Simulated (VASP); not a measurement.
Runs of VASP 6.6.1 on NaCl. The structure is that of space group Pm-3m (No. 221), or close to it. The cells are those of the table. 

| level | potentials or basis | cell | k mesh | cutoff (eV) | grid for exact exchange (PRECFOCK) | share of exact exchange | gap on the mesh (eV) | pressure (GPa) |
| --- | --- | --- | --- | --- | --- | --- | --- | --- |
| r2SCAN | VASP PAW PBE potentials, release 64 (Cl, Na_sv) | a = 3.571 Å, 2 atoms | 8 × 8 × 8 | 1250 | - | - | 4.58 | -2.3 |
| PBE0 | VASP PAW PBE potentials, release 64 (Cl, Na_pv) | a = 3.431 Å, 2 atoms | 4 × 4 × 4 | 520 | Normal | 0.25 | 6.27 | (a) |
| PBE0 | VASP PAW PBE potentials, release 64 (Cl, Na_pv) | a = 3.455 Å, 2 atoms | 4 × 4 × 4 | 520 | Normal | 0.25 | 6.18 | 0.6 |
| PBE0 | VASP PAW PBE potentials, release 64 (Cl, Na_pv) | a = 3.525 Å, 2 atoms | 4 × 4 × 4 | 520 | Normal | 0.25 | 5.96 | -1.0 |
| PBE0 | VASP PAW PBE potentials, release 64 (Cl, Na_pv) | a = 3.548 Å, 2 atoms | 4 × 4 × 4 | 520 | Normal | 0.25 | 5.89 | -1.4 |
| PBE0 | VASP PAW PBE potentials, release 64 (Cl, Na_pv) | a = 3.479 Å, 2 atoms | 4 × 4 × 4 | 520 | Normal | 0.25 | (b) | (c) |
| PBE0 | VASP PAW PBE potentials, release 64 (Cl, Na_pv) | a = 3.571 Å, 2 atoms | 4 × 4 × 4 | 520 | Normal | 0.25 | 5.83 | -1.8 |
| PBE0 | VASP PAW PBE potentials, release 64 (Cl, Na_pv) | a = 3.502 Å, 2 atoms | 4 × 4 × 4 | 520 | Normal | 0.25 | 6.03 | -0.5 |

Alike in all rows: task single point; no spin polarisation; smearing fermi-dirac 0.05 eV.

Question: Estimate the missing entries.

Answer: (a) 1.3; (b) 6.11; (c) 0.0.

Caveats: some runs use coarse meshes; the PAW data sets were made with another functional, which shifts forces and pressure a little.

A k mesh can miss the band edges.

The runs don't all hold the same shells in valence.
